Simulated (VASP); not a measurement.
**Na4H: single point with PBE**

The system is Na4H, a slab with vacuum.

```
CELL_PARAMETERS angstrom
7.26651 0.00000 0.00000
-2.42217 6.85093 0.00000
0.00000 0.00000 20.96654
ATOMIC_POSITIONS crystal
Na 0.25000 0.25000 0.19078
Na 0.25000 0.75000 0.19078
Na 0.75000 0.25000 0.19078
Na 0.75000 0.75000 0.19078
Na 0.00000 0.00000 0.33227
Na 0.00000 0.50000 0.33227
Na 0.50000 0.00000 0.33227
Na 0.50000 0.50000 0.33227
H 0.10343 0.33333 0.47535
H 0.22990 0.33333 0.47535
```

```yaml
Program: VASP 6.6.1
Task: single point
Functional: PBE
Potentials_or_basis: VASP PAW PBE potentials, release 64 (Na_pv, H)
Cutoff: 400 eV
k_mesh: 4 × 4 × 1
Occupations: gaussian, width 0.1 eV
Spin: no spin polarisation
Dipole_correction: yes
Further_INCAR_settings: ALGO = Normal; EDIFF = 1e-06; NBANDS = 40; NELMDL = -8
```

| Quantity | Value |
| --- | --- |
| Largest force | 3.407 eV/Å |
| Band gap on the k mesh | zero (bands 29 and 30 overlap by 0.76 eV) |

Forces in eV/Å, atoms in the order of the input:
```
Na   0.004 -0.002 -0.001
Na   0.001  0.004 -0.006
Na  -0.004 -0.001 -0.010
Na  -0.001  0.000 -0.015
Na  -0.002 -0.023 -0.011
Na  -0.025  0.016 -0.021
Na   0.005  0.003  0.002
Na   0.029  0.011 -0.019
H    3.400  0.000  0.047
H   -3.407 -0.007  0.032
```

Levels at points of the mesh, in eV from the Fermi level:
| k point | band 25 | band 26 | band 27 | band 28 | band 29 | band 30 | band 31 | band 32 | band 33 | band 34 |
| --- | --- | --- | --- | --- | --- | --- | --- | --- | --- | --- |
| (0.00, 0.00, 0.00) | -7.05 | -2.82 | -1.15 | 0.33 | 0.35 | 0.35 | 0.36 | 0.76 | 1.14 | 1.59 |
| (0.50, 0.00, 0.00) | -7.05 | -2.02 | -2.00 | -0.44 | -0.32 | 0.09 | 0.11 | 1.17 | 1.53 | 1.57 |
| (0.00, 0.50, 0.00) | -7.05 | -2.01 | -2.00 | -0.41 | -0.32 | 0.08 | 0.11 | 1.36 | 1.42 | 1.52 |
| (0.50, 0.50, 0.00) | -7.05 | -1.75 | -1.73 | -0.69 | -0.67 | -0.18 | -0.06 | 0.84 | 0.95 | 1.43 |

Run time: 4.4 min on 1 thread of Intel(R) Xeon(R) 6975P-C (Granite Rapids), on a shared host, peak memory 0.73 GiB.
